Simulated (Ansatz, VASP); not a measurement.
## One calculation of HPt6, two programs

```
Pt H
1.0
     5.61458    0.00000    0.00000
    -2.80729    4.86237    0.00000
     0.00000    0.00000   22.61974
Pt H
12 2
Direct
  0.33333 0.16667 0.17684
  0.33333 0.66667 0.17684
  0.83333 0.16667 0.17684
  0.83333 0.66667 0.17684
  0.16667 0.33333 0.27896
  0.16667 0.83333 0.27896
  0.66667 0.33333 0.27896
  0.66667 0.83333 0.27896
  0.00000 0.00000 0.38107
  0.00000 0.50000 0.38107
  0.50000 0.00000 0.38107
  0.50000 0.50000 0.38107
  0.21144 0.42288 0.44341
  0.28856 0.57712 0.44341
```

Alike in both runs: task single point; functional PBE; k mesh 6 × 6 × 1; occupations gaussian, width 0.1 eV; no spin polarisation.

```csv
,VASP,Ansatz
version,VASP 6.6.1,Ansatz 0.2.0
potentials or method,"VASP PAW PBE potentials, release 64 (Pt, H), cutoff 520 eV","scalar-relativistic, plane waves, PAW"
valence electrons in the cell,122,218
```

```tsv
	VASP	Ansatz	Ansatz less VASP
gap on the k mesh at the Fermi level (eV)	none	none	-
rms of the force components (eV/Å)	0.719	0.721	+0.0021
work function, face that differs most (eV)	5.78	5.78	0.000
```

Atom by atom the forces differ by 0.010 eV/Å (rms over components). A gap of «none» marks a metal or a gap that the smearing closes. VASP's potentials hold 122 valence electrons a cell and Ansatz's 218, so a difference there can come from the potentials and not from the codes.

Spin-orbit coupling is off throughout.
